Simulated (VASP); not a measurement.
# HCl (Fm-3m) in VASP: notebook, part 2 of 2

VASP 6.6.1. Earlier steps stand in the parts before.

### Step 3. Single point, PBEsol

This run uses another cell than the first one, of 20.72 Å³/atom.

Input file INCAR:

```
PREC     = Accurate       # precision mode
ENCUT    = 500            # plane-wave cutoff, eV
EDIFF    = 1E-6           # SCF threshold, eV
ISMEAR   = 0              # smearing method
SIGMA    = 0.05           # smearing width, eV
LREAL    = F              # projectors in reciprocal space
LASPH    = T              # aspherical terms in the spheres
NELM     = 120            # most SCF steps
ALGO     = Normal         # electronic algorithm
ISIF     = 2              # what is computed and relaxed
LWAVE    = F              # write WAVECAR
LCHARG   = T              # write CHGCAR
GGA      = PS             # functional
LELF     = T              # ELF
LVHAR    = T            
NBANDS   = 11             # bands
GGA_COMPAT= F
```

Input file KPOINTS:

```
Automatic mesh
0
Gamma
  10 10 10
```

Input file POSCAR:

```
HCl
1.0
    0.0000000000      2.7465947512      2.7465947512
    2.7465947512      0.0000000000      2.7465947512
    2.7465947512      2.7465947512      0.0000000000
H Cl
1 1
Direct
    0.0000000000      0.0000000000      0.0000000000
    0.5000000000      0.5000000000      0.5000000000
```

Potentials or basis: VASP PAW PBE potentials, release 64 (H, Cl).

Run with:

```bash
$ cat potpaw_PBE.64/H/POTCAR potpaw_PBE.64/Cl/POTCAR > POTCAR
$ mpirun -np 1 vasp_std > vasp.out
```

OUTCAR:

```text
PREC = Accurate
   ENCUT = 500
   EDIFF = 1E-6
   ISMEAR = 0
   LREAL = F
   LASPH = T
   NELM = 120
   ISIF = 2
   GGA = PS

 ion  position               nearest neighbor table
   1  0.000  0.000  0.000-
   2  0.500  0.500  0.500-

  LATTYP: Found a face centered cubic cell.
 ALAT       =     5.4931895024

  Lattice vectors:

 A1 = (   0.0000000000,   2.7465947512,   2.7465947512)
 A2 = (   2.7465947512,   0.0000000000,   2.7465947512)
 A3 = (   2.7465947512,   2.7465947512,   0.0000000000)

Analysis of symmetry for initial positions (statically):
=====================================================================
 Subroutine PRICEL returns:
 Original cell was already a primitive cell.

 Routine SETGRP: Setting up the symmetry group for a
 face centered cubic supercell.

 Subroutine GETGRP returns: Found 48 space group operations
 (whereof 48 operations were pure point group operations)
 out of a pool of 48 trial point group operations.

The static configuration has the point symmetry O_h .

Analysis of symmetry for dynamics (positions and initial velocities):
=====================================================================
 Subroutine PRICEL returns:
 Original cell was already a primitive cell.

 Routine SETGRP: Setting up the symmetry group for a
 face centered cubic supercell.

 Subroutine GETGRP returns: Found 48 space group operations
 (whereof 48 operations were pure point group operations)
 out of a pool of 48 trial point group operations.

The dynamic configuration has the point symmetry O_h .

 Subroutine INISYM returns: Found 48 space group operations
 (whereof 48 operations are pure point group operations),
 and found     1 'primitive' translations

----------------------------------------------------------------------------------------

                                     Primitive cell

  volume of cell :      41.4394

  direct lattice vectors                    reciprocal lattice vectors
     0.000000000  2.746594751  2.746594751    -0.182043601  0.182043601  0.182043601
     2.746594751  0.000000000  2.746594751     0.182043601 -0.182043601  0.182043601
     2.746594751  2.746594751  0.000000000     0.182043601  0.182043601 -0.182043601

  length of vectors
     3.884271547  3.884271547  3.884271547     0.315308767  0.315308767  0.315308767

  position of ions in fractional coordinates (direct lattice)
     0.000000000  0.000000000  0.000000000
     0.500000000  0.500000000  0.500000000

  ion indices of the primitive-cell ions
   primitive index   ion index
                 1           1
                 2           2

----------------------------------------------------------------------------------------

 KPOINTS: Automatic mesh

Automatic generation of k-mesh.
 Grid dimensions read from file:
 generate k-points for:   10   10   10

 Generating k-lattice:

  Cartesian coordinates                     Fractional coordinates (reciprocal lattice)
    -0.018204360  0.018204360  0.018204360     0.100000000  0.000000000  0.000000000
     0.018204360 -0.018204360  0.018204360     0.000000000  0.100000000  0.000000000
     0.018204360  0.018204360 -0.018204360     0.000000000  0.000000000  0.100000000

  Length of vectors
     0.031530877  0.031530877  0.031530877

  Shift w.r.t. Gamma in fractional coordinates (k-lattice)
     0.000000000  0.000000000  0.000000000

 Subroutine IBZKPT returns following result:
 ===========================================

 Found     47 irreducible k-points:

 Following reciprocal coordinates:
            Coordinates               Weight
  0.000000  0.000000  0.000000      1.000000
  0.100000  0.000000  0.000000      8.000000
  0.200000  0.000000  0.000000      8.000000
  0.300000  0.000000  0.000000      8.000000
  0.400000  0.000000  0.000000      8.000000
  0.500000  0.000000  0.000000      4.000000
[... 16 lines left out ...]
  0.300000  0.300000  0.000000      6.000000
  0.400000  0.300000  0.000000     24.000000
 [... further k-points ...]
   k-points           NKPTS =     47   k-points in BZ     NKDIM =     47   number of bands    NBANDS=     11
   number of dos      NEDOS =    301   number of ions     NIONS =      2
   total plane-waves  NPLWV =  21952
   dimension x,y,z NGX =    28 NGY =   28 NGZ =   28
   dimension x,y,z NGXF=    56 NGYF=   56 NGZF=   56
   ions per type =               1   1
   NGX,Y,Z   is equivalent  to a cutoff of  11.98, 11.98, 11.98 a.u.
   NGXF,Y,Z  is equivalent  to a cutoff of  23.97, 23.97, 23.97 a.u.
 SYSTEM =  unknown system
   PREC   = accura    normal or accurate (medium, high low for compatibility)
   ISTART =      0    job   : 0-new  1-cont  2-samecut
   ICHARG =      2    charge: 1-file 2-atom 10-const
   ISPIN  =      1    spin polarized calculation?
   LNONCOLLINEAR =      F non collinear calculations
   LSORBIT =      F    spin-orbit coupling
   LASPH  =      T    aspherical Exc in radial PAW
   ENCUT  =  500.0 eV  36.75 Ry    6.06 a.u.   7.08  7.08  7.08*2*pi/ulx,y,z
   NELM   =    120;   NELMIN=  2; NELMDL= -5     # of ELM steps
   EDIFF  = 0.1E-05   stopping-criterion for ELM
   LREAL  =      F    real-space projection
   EDIFFG = 0.1E-04   stopping-criterion for IOM
   NSW    =      0    number of steps for IOM
   IBRION =     -1    ionic relax: 0-MD 1-quasi-New 2-CG
   NFREE  =      0    steps in history (QN), initial steepest desc. (CG)
   ISIF   =      2    stress and relaxation
   ISYM   =      2    0-nonsym 1-usesym 2-fastsym
   POTIM  = 0.5000    time-step for ionic-motion
   TEBEG  =    0.0;   TEEND  =   0.0 temperature during run
   PSTRESS=    0.0 pullay stress
   NELECT =       8.0000    total number of electrons
   NUPDOWN=      -1.0000    fix difference up-down
   EMIN   =  10.00;   EMAX   =-10.00  energy-range for DOS
   EFERMI =   0.00;   METHOD = LEGACY
   ISMEAR =     0;   SIGMA  =   0.05  broadening in eV -4-tet -1-fermi 0-gaus
   EFERMI_NEDOS =   21; number of points for ismear=-14 and -15
   IALGO  =     38    algorithm
   IMIX   =      4    mixing-type and parameters
     AMIX     =   0.40;   BMIX     =  1.00
     AMIX_MAG =   1.60;   BMIX_MAG =  1.00
  volume/ion in A,a.u.               =      20.72       139.82
  Fermi-wavevector in a.u.,A,eV,Ry     =   0.946165  1.787993 12.180321  0.895228
  Thomas-Fermi vector in A             =   2.074137
   LORBIT       =      0    0 simple, 1 ext, 2 COOP (PROOUT), +10 PAW based schemes
   GGA     = PS    functional components
   LHFCALC =     F    Hartree Fock is set to
   AEXX    =    0.0000 exact exchange contribution
   IVDW    =     0    specifies the selected vdW correction
   LEPSILON=     F    determine dielectric tensor
   LRPA    =     F    only Hartree local field effects (RPA)
 non-spin polarized calculation
 Gauss-broadening in eV      SIGMA  =   0.05
  energy-cutoff  :      500.00
  volume of cell :       41.44
 maximum number of plane-waves:      1073
   NGX = 15   NGY = 15   NGZ = 15

 number of electron       8.0000001 magnetization

 Free energy of the ion-electron system (eV)
  ---------------------------------------------------
  ext. energy  EPLUGINS =         0.00000000
  ---------------------------------------------------
  free energy    TOTEN  =        -2.99060582 eV

  energy without entropy =       -2.99010067  energy(sigma->0) =       -2.99035325

 E-fermi :  -2.3319     XC(G=0):  -7.7714

 val. band max:       -2.3611803057   @ k =   0.0000   0.0000   0.0000
 cond. band min:      -2.0064426134   @ k =   0.4000   0.4000   0.0000
 fundamental gap:      0.3547376923
 Fermi energy:        -2.3318536702

 k-point     1 :       0.0000    0.0000    0.0000
  band No.  band energies     occupation
      1     -15.3521      2.00000
      2      -2.4674      1.99987
      3      -2.3612      1.59317
      4      -2.3612      1.59317
      5      -2.3612      1.59317
      6       9.0325      0.00000
      7      10.2350      0.00000
      8      10.2350      0.00000
      9      10.2350      0.00000
     10      12.5888      0.00000
     11      12.5888      0.00000
[... 309 lines left out ...]
 k-point    24 :       0.4000    0.3000    0.0000
  band No.  band energies     occupation
      1     -14.9766      2.00000
      2      -4.3464      2.00000
      3      -2.9611      2.00000
      4      -2.8447      2.00000
      5      -1.4338      0.00000
      6       7.5741      0.00000
      7       8.4533      0.00000
      8      11.1880      0.00000
      9      11.1946      0.00000
     10      12.7204      0.00000
     11      14.4235      0.00000

 [... further k-points ...]
[... 5 lines left out ...]
  --------------------------------------------------------------------------------------
  -------------------------------------------------------------------------------------
  Total       -2.6662143     -2.6662143     -2.6662143     -0.0000000      0.0000000      0.0000000
  in kB     -103.0841472   -103.0841472   -103.0841472     -0.0000000      0.0000000      0.0000000
  external PRESSURE =    -103.0841472 kB  Pullay stress =       0.0000000 kB

 VOLUME and BASIS-vectors are now :
 -----------------------------------------------------------------------------
  energy-cutoff  :      500.00
  volume of cell :       41.44
      direct lattice vectors                 reciprocal lattice vectors
     0.000000000  2.746594751  2.746594751    -0.182043601  0.182043601  0.182043601
     2.746594751  0.000000000  2.746594751     0.182043601 -0.182043601  0.182043601
     2.746594751  2.746594751  0.000000000     0.182043601  0.182043601 -0.182043601

 POSITION                                       TOTAL-FORCE (eV/Angst)
 -----------------------------------------------------------------------------------
      0.00000      0.00000      0.00000         0.000000     -0.000000      0.000000
      2.74659      2.74659      2.74659        -0.000000      0.000000      0.000000
 -----------------------------------------------------------------------------------
    total drift:                                0.000000      0.000000      0.000000

  FREE ENERGIE OF THE ION-ELECTRON SYSTEM (eV)
  ---------------------------------------------------
  free  energy   TOTEN  =        -2.9906058228 eV

  energy  without entropy=       -2.9901006733  energy(sigma->0) =       -2.99035325
```

It took 8.8 s on 1 thread of Intel Xeon 6975P-C (Granite Rapids), shared host; peak memory 0.16 GiB.

What came out:

* Free energy: -2.9906 eV
* Pressure: -10.3 GPa
* Band gap on the k mesh: zero (bands 4 and 5 overlap by 0.07 eV)

Caveat: the cell stands under tension; the PAW data sets were made with another functional, which shifts forces and pressure a little.
